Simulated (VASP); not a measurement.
Set up this calculation in VASP 6.6.1, as the native input.

| Property | Result |
| --- | --- |
| Task | single point |
| Functional | PBE-based screened hybrid |
| Potentials or basis | VASP PAW PBE potentials, release 64 (Pb_d, Te) |
| Cutoff | 520 eV |
| k mesh | 4 × 4 × 4 |
| Occupations | gaussian, width 0.01 eV |
| Spin | no spin polarisation |
| Dipole correction | no |
| Grid for exact exchange (PRECFOCK) | Normal |
| Share of exact exchange | 0.35 |
| Further INCAR settings | ALGO = Normal; EDIFF = 1e-06; NBANDS = 17 |
| Screening parameter | 0.1 1/Å |

TePb:

```xyz
2
Lattice="0.0000 3.6415 3.6415 3.6415 0.0000 3.6415 3.6415 3.6415 0.0000" Properties=species:S:1:pos:R:3 pbc="T T T"
Pb    0.0000    0.0000    0.0000
Te    1.8207    1.8207    1.8207
```

The input as run:

POSCAR

```
TePb
1.0
    0.0000000000      3.6414940692      3.6414940692
    3.6414940692      0.0000000000      3.6414940692
    3.6414940692      3.6414940692      0.0000000000
Pb Te
1 1
Direct
    0.0000000000      0.0000000000      0.0000000000
    0.2500000000      0.2500000000      0.2500000000
```

INCAR.step1

```
PREC = Accurate
ENCUT = 520
EDIFF = 1E-5
ISMEAR = 0
SIGMA = 0.01
LREAL = F
LASPH = T
NELM = 100
ALGO = Normal
ISIF = 2
LWAVE = T
LCHARG = F
NBANDS = 17
GGA = PE
```

INCAR.step2

```
PREC = Accurate
ENCUT = 520
EDIFF = 1E-6
ISMEAR = 0
SIGMA = 0.01
LREAL = F
LASPH = T
NELM = 100
ALGO = Normal
ISIF = 2
LWAVE = F
LCHARG = F
GGA = PE
LHFCALC = T
AEXX = 0.35
HFSCREEN = 0.1
PRECFOCK = Normal
NBANDS = 17
ISTART = 1
```

KPOINTS

```
Automatic mesh
0
Gamma
  4 4 4
```

Potentials or basis: VASP PAW PBE potentials, release 64 (Pb_d, Te).

Launch:

```sh
$ cat potpaw_PBE.64/Pb_d/POTCAR potpaw_PBE.64/Te/POTCAR > POTCAR
$ cp INCAR.step1 INCAR
$ mpirun -np 1 vasp_std > vasp.out
$ cp INCAR.step2 INCAR
$ mpirun -np 1 vasp_std > vasp.out
```

Results of the run:

The pressure is -0.4 GPa and the band gap on the k mesh is 1.50 eV, indirect (least direct gap 2.21 eV).

Caveat: the PAW data sets were made with another functional, which shifts forces and pressure a little; spin-orbit coupling is left out, which moves the levels of the heavy elements.

It took 15 min on 1 thread of Intel(R) Xeon(R) Platinum 8375C CPU @ 2.90GHz (Ice Lake) (shared host), peak memory 0.35 GiB.
